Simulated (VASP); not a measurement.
Wanted: the native input for a VASP 6.6.1 run.

| Item | Value |
| --- | --- |
| Task | single point |
| Functional | r2SCAN |
| Potentials or basis | VASP PAW PBE potentials, release 64 (Ti_sv, O) |
| Cutoff | 520 eV |
| k mesh | 4 × 4 × 4 |
| Occupations | gaussian, width 0.1 eV |
| Spin | collinear spin |
| Starting moments | [1.0, 1.0, 1.0, 1.0, 0.0, 0.0, 0.0, 0.0, 0.0, 0.0, 0.0, 0.0] μB |
| Dipole correction | no |
| Further INCAR settings | ALGO = Normal; EDIFF = 1e-06; NBANDS = 64 |

Crystal: TiO2.

```
Ti O
1.0
     0.00000    4.21917    4.21917
     4.21917    0.00000    4.21917
     4.21917    4.21917    0.00000
Ti O
4 8
Direct
  0.62500 0.62500 0.12500
  0.12500 0.62500 0.62500
  0.62500 0.12500 0.62500
  0.62500 0.62500 0.62500
  0.39080 0.39080 0.39080
  0.39080 0.82760 0.39080
  0.39080 0.39080 0.82760
  0.82760 0.39080 0.39080
  0.85920 0.85920 0.42240
  0.42240 0.85920 0.85920
  0.85920 0.42240 0.85920
  0.85920 0.85920 0.85920
```

These files were run (other wordings do the same):

POSCAR

```
TiO2
1.0
    0.0000000000      4.2191750000      4.2191750000
    4.2191750000      0.0000000000      4.2191750000
    4.2191750000      4.2191750000      0.0000000000
Ti O
4 8
Direct
    0.6250000000      0.6250000000      0.1250000000
    0.1250000000      0.6250000000      0.6250000000
    0.6250000000      0.1250000000      0.6250000000
    0.6250000000      0.6250000000      0.6250000000
    0.3907990000      0.3907990000      0.3907990000
    0.3907990000      0.8276030000      0.3907990000
    0.3907990000      0.3907990000      0.8276030000
    0.8276030000      0.3907990000      0.3907990000
    0.8592010000      0.8592010000      0.4223970000
    0.4223970000      0.8592010000      0.8592010000
    0.8592010000      0.4223970000      0.8592010000
    0.8592010000      0.8592010000      0.8592010000
```

INCAR.step1

```
SYSTEM = TiO2
PREC = Accurate
ENCUT = 520
ISMEAR = 0
SIGMA = 0.1
LREAL = .False.
LASPH = .True.
NELM = 150
ISPIN = 2
MAGMOM = 1 1 1 1 0 0 0 0 0 0 0 0
LMAXMIX = 4
NBANDS = 64
GGA = PE
ALGO = Normal
EDIFF = 1E-4
LWAVE = .True.
LCHARG = .False.
LUSENCCL = .False.
```

INCAR.step2

```
SYSTEM = TiO2
PREC = Accurate
ENCUT = 520
EDIFF = 1E-6
ISMEAR = 0
SIGMA = 0.1
LREAL = .False.
LASPH = .True.
NELM = 150
ALGO = Normal
ISIF = 2
LWAVE = .False.
LCHARG = .False.
ISPIN = 2
MAGMOM = 1 1 1 1 0 0 0 0 0 0 0 0
LORBIT = 11
LMAXMIX = 4
METAGGA = R2SCAN
LMIXTAU = .True.
NBANDS = 64
ISTART = 1
LUSENCCL = .False.
```

KPOINTS

```
Automatic mesh
0
Gamma
  4 4 4
  0 0 0
```

Potentials or basis: VASP PAW PBE potentials, release 64 (Ti_sv, O).

Command:

```console
$ cat potpaw_PBE.64/Ti_sv/POTCAR potpaw_PBE.64/O/POTCAR > POTCAR
$ cp INCAR.step1 INCAR
$ mpirun -np 1 vasp_std > vasp.out
$ cp INCAR.step2 INCAR
$ mpirun -np 1 vasp_std > vasp.out
```

Results of the run:

- Pressure: -4.3 GPa
- Largest force: 0.328 eV/Å
- Band gap on the k mesh: 2.17 eV (least direct gap 2.18 eV)
- Net moment: 0.00 μB per cell
- Valence electrons inside the program's atomic spheres: Ti 10.17; O 5.06

Caveat: the cell stands under tension; the PAW data sets were made with another functional, which shifts forces and pressure a little.

Run time: 110 s on 1 × NVIDIA H100 80GB with 1 thread of AMD EPYC 7R13 Processor (Zen 3), on a shared host, peak memory 1.4 GiB.
